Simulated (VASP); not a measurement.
# Ni (Fm-3m) in VASP: notebook, part 2 of 2

VASP 6.6.1. Earlier steps stand in the parts before.

## (3) Single point, PBE, collinear spin, ferromagnetic start

INCAR

```
PREC = Accurate ; ENCUT = 520
EDIFF = 1E-7 ; ISMEAR = -1
SIGMA = 0.15 ; LREAL = False
LASPH = True ; NELM = 150
ALGO = Normal ; ISIF = 2
LWAVE = False ; LCHARG = True
ISPIN = 2 ; MAGMOM = 1.5
LORBIT = 11 ; LMAXMIX = 4
GGA = PE ; LELF = True
LVHAR = True ; NBANDS = 15
```

KPOINTS

```
regular mesh
0
Gamma
  8 8 8
```

POSCAR

```
Ni
1.0
    2.4917520000      0.0000000000      0.0000000000
    1.2458760000      2.1579205319      0.0000000000
    1.2458760000      0.7193068440      2.0345069885
Ni
1
Direct
    0.0000000000      0.0000000000      0.0000000000
```

Potentials or basis: VASP PAW PBE potentials, release 64 (Ni).

Launch:

```
$ cat potpaw_PBE.64/Ni/POTCAR > POTCAR
$ mpirun -np 1 vasp_std > vasp.out
```

OUTCAR:

```text
PREC = Accurate
   ENCUT = 520
   EDIFF = 1E-7
   ISMEAR = -1
   LREAL = False
   LASPH = True
   NELM = 150
   ISIF = 2
   ISPIN = 2
   LORBIT = 11
   GGA = PE

 ion  position               nearest neighbor table
   1  0.000  0.000  0.000-

  LATTYP: Found a face centered cubic cell.
 ALAT       =     3.5238694724

  Lattice vectors:

 A1 = (   2.4917520000,   0.0000000000,   0.0000000000)
 A2 = (   1.2458760000,   2.1579205319,   0.0000000000)
 A3 = (   1.2458760000,   0.7193068440,   2.0345069885)

Analysis of symmetry for initial positions (statically):
=====================================================================
 Subroutine PRICEL returns:
 Original cell was already a primitive cell.

 Routine SETGRP: Setting up the symmetry group for a
 face centered cubic supercell.

 Subroutine GETGRP returns: Found 48 space group operations
 (whereof 48 operations were pure point group operations)
 out of a pool of 48 trial point group operations.

The static configuration has the point symmetry O_h .

Analysis of symmetry for dynamics (positions and initial velocities):
=====================================================================
 Subroutine PRICEL returns:
 Original cell was already a primitive cell.

 Routine SETGRP: Setting up the symmetry group for a
 face centered cubic supercell.

 Subroutine GETGRP returns: Found 48 space group operations
 (whereof 48 operations were pure point group operations)
 out of a pool of 48 trial point group operations.

The dynamic configuration has the point symmetry O_h .

Analysis of structural, dynamic, and magnetic symmetry:
=====================================================================
 Subroutine PRICEL returns:
 Original cell was already a primitive cell.

 Routine SETGRP: Setting up the symmetry group for a
 face centered cubic supercell.

 Subroutine GETGRP returns: Found 48 space group operations
 (whereof 48 operations were pure point group operations)
 out of a pool of 48 trial point group operations.

The overall configuration has the point symmetry O_h .

 Subroutine INISYM returns: Found 48 space group operations
[... 151 lines left out ...]
 k-point     1 :       0.0000    0.0000    0.0000
  band No.  band energies     occupation
      1       0.3185      1.00000
      2       6.8672      1.00000
      3       6.8672      1.00000
      4       6.8672      1.00000
      5       7.9996      0.99980
      6       7.9996      0.99980
      7      32.9710      0.00000
      8      36.7817      0.00000
      9      36.7817      0.00000
     10      36.7817      0.00000
     11      39.7054      0.00000
     12      39.7054      0.00000
     13      39.7054      0.00000
     14      42.6938      0.00000
[... 403 lines left out ...]
      4       7.4824      0.99999
      5       8.5823      0.99037
      6      12.6219      0.00000
      7      15.3314      0.00000
      8      25.2214      0.00000
      9      26.0934      0.00000
     10      34.9262      0.00000
     11      39.0597      0.00000
     12      46.4137      0.00000
     13      48.8045      0.00000
     14      49.5020      0.00000
     15      50.9531      0.00000

 [... further k-points ...]

 spin component 2

 k-point     1 :       0.0000    0.0000    0.0000
  band No.  band energies     occupation
      1       0.3001      1.00000
      2       7.6213      0.99998
      3       7.6213      0.99998
      4       7.6213      0.99998
      5       8.6486      0.98509
      6       8.6486      0.98509
      7      32.8239      0.00000
      8      36.7866      0.00000
      9      36.7866      0.00000
     10      36.7866      0.00000
     11      39.8201      0.00000
     12      39.8201      0.00000
     13      39.8201      0.00000
     14      42.5646      0.00000
[... 403 lines left out ...]
      4       8.1358      0.99950
      5       9.3821      0.33188
      6      12.8976      0.00000
      7      15.6813      0.00000
      8      25.3066      0.00000
      9      26.2159      0.00000
     10      34.9396      0.00000
     11      39.1118      0.00000
     12      46.3921      0.00000
     13      48.8778      0.00000
     14      49.6290      0.00000
     15      51.2294      0.00000

 [... further k-points ...]
[... 5 lines left out ...]
  --------------------------------------------------------------------------------------
  -------------------------------------------------------------------------------------
  Total        0.0111132      0.0111132      0.0111132      0.0000000      0.0000000      0.0000000
  in kB        1.6276156      1.6276156      1.6276156      0.0000000      0.0000000      0.0000000
  external PRESSURE =       1.6276156 kB  Pullay stress =       0.0000000 kB

 VOLUME and BASIS-vectors are now :
 -----------------------------------------------------------------------------
  energy-cutoff  :      520.00
  volume of cell :       10.94
      direct lattice vectors                 reciprocal lattice vectors
     2.491752000  0.000000000  0.000000000     0.401324048 -0.231704547 -0.163839857
     1.245876000  2.157920532  0.000000000     0.000000000  0.463409095 -0.163839857
     1.245876000  0.719306844  2.034506989     0.000000000  0.000000000  0.491519570

 POSITION                                       TOTAL-FORCE (eV/Angst)
 -----------------------------------------------------------------------------------
      0.00000      0.00000      0.00000        -0.000000      0.000000      0.000000
 -----------------------------------------------------------------------------------
    total drift:                                0.000000      0.000000      0.000000

  FREE ENERGIE OF THE ION-ELECTRON SYSTEM (eV)
  ---------------------------------------------------
  free  energy   TOTEN  =        -5.5319963319 eV

  energy  without entropy=       -5.4133564502  energy(sigma->0) =       -5.47267639

 total charge

# of ion       s       p       d       tot
------------------------------------------
    1        0.497   0.497   8.305   9.299

 magnetization (x)

# of ion       s       p       d       tot
------------------------------------------
    1       -0.004  -0.022   0.694   0.668
```

stdout:

```text
POSCAR found type information on POSCAR Ni
 POSCAR found :  1 types and       1 ions
 scaLAPACK will be used
 LDA part: xc-table for (Slater+PW92), standard interpolation
 POSCAR, INCAR and KPOINTS ok, starting setup
 FFT: planning ... GRIDC
 FFT: planning ... GRID_SOFT
 FFT: planning ... GRID
 WAVECAR not read
 entering main loop
```

Run time: 13 s. Hardware: 1 thread of Intel Xeon Platinum 8488C (Sapphire Rapids), shared host; peak memory 0.13 GiB.

What came out:

* Free energy: -5.5320 eV
* Pressure: 0.2 GPa
* Net moment: 0.66 μB per cell
* Site moments: Ni +0.67 μB
* Valence electrons inside the program's atomic spheres: Ni 9.30

Levels at points of the mesh, in eV from the Fermi level:
Spin up:
| k point | band 2 | band 3 | band 4 | band 5 | band 6 | band 7 | band 8 | band 9 |
| --- | --- | --- | --- | --- | --- | --- | --- | --- |
| (0.00, 0.00, 0.00) | -2.41 | -2.41 | -2.41 | -1.28 | -1.28 | 23.69 | 27.50 | 27.50 |
| (0.50, 0.00, 0.00) | -2.41 | -2.41 | -0.61 | -0.61 | -0.27 | 5.63 | 22.19 | 24.59 |
| (0.50, 0.50, 0.00) | -4.16 | -0.58 | -0.47 | -0.47 | 2.46 | 9.17 | 14.79 | 14.79 |
Spin down:
```tsv
k point	band 1	band 2	band 3	band 4	band 5	band 6	band 7	band 8	band 9	band 10
(0.00, 0.00, 0.00)	-8.98	-1.66	-1.66	-1.66	-0.63	-0.63	23.55	27.51	27.51	27.51
(0.50, 0.00, 0.00)	-4.35	-1.76	-1.76	-0.31	0.17	0.17	6.07	22.05	24.69	24.69
(0.50, 0.50, 0.00)	-4.24	-3.54	0.10	0.39	0.39	2.43	9.44	14.81	14.81	19.85
```

Caveat: the k points lie up to 0.39 Å⁻¹ apart.

## (4) Single point, PBE, collinear spin, ferromagnetic start

INCAR

```
SYSTEM = Ni
PREC = Accurate ; ENCUT = 520
EDIFF = 1E-7 ; ISMEAR = -1
SIGMA = 0.15 ; LREAL = .False.
LASPH = .True. ; NELM = 150
ALGO = Normal ; ISIF = 2
LWAVE = .False. ; LCHARG = .False.
ISPIN = 2 ; MAGMOM = 1.5
LORBIT = 11 ; LMAXMIX = 4
GGA = PE ; NBANDS = 15
```

KPOINTS

```
Automatic mesh
0
Gamma
  10 10 10
  0 0 0
```

POSCAR is that of step 3.

Launch:

```
$ cat potpaw_PBE.64/Ni/POTCAR > POTCAR
$ mpirun -np 1 vasp_std > vasp.out
```

It took 19 s on 1 thread of Intel Xeon Platinum 8488C (Sapphire Rapids), shared host; peak memory 0.13 GiB.

It converged, with:

```yaml
Free_energy: -5.5316 eV
Pressure: 0.1 GPa
Net_moment: 0.63 μB per cell
Site_moments: Ni +0.64 μB
Valence_electrons_inside_the_program's_atomic_spheres: Ni 9.30
```

Levels at points of the mesh, in eV from the Fermi level:
Spin up:
```
           k point  band 2  band 3  band 4  band 5  band 6  band 7  band 8  band 9
(0.00, 0.00, 0.00)   -2.39   -2.39   -2.39   -1.26   -1.26   23.68   27.49   27.49
(0.50, 0.00, 0.00)   -2.39   -2.39   -0.59   -0.59   -0.28    5.64   22.17   24.58
(0.50, 0.50, 0.00)   -4.14   -0.56   -0.44   -0.44    2.45    9.17   14.78   14.78
```
Spin down:
| k point | band 3 | band 4 | band 5 | band 6 | band 7 | band 8 |
| --- | --- | --- | --- | --- | --- | --- |
| (0.00, 0.00, 0.00) | -1.67 | -1.67 | -0.64 | -0.64 | 23.54 | 27.50 |
| (0.50, 0.00, 0.00) | -1.77 | -0.33 | 0.16 | 0.16 | 6.05 | 22.04 |
| (0.50, 0.50, 0.00) | 0.09 | 0.38 | 0.38 | 2.42 | 9.43 | 14.80 |

## (5) Summary

| k mesh | gap on the mesh (eV) | pressure (GPa) | moment (μB) |
| --- | --- | --- | --- |
| 7 × 7 × 7 | none | -0.6 | 0.50 |
| 8 × 8 × 8 | none | 0.2 | 0.66 |
| 10 × 10 × 10 | none | 0.1 | 0.63 |

Alike in all rows: task single point; level PBE; potentials or basis VASP PAW PBE potentials, release 64 (Ni); spin collinear, ferromagnetic start; cell as given; cutoff (eV) 520; smearing fermi-dirac 0.15 eV.

Caveats: some runs use coarse meshes.

Total energies depend on the potentials used, so only differences within one code and one set of settings carry meaning.
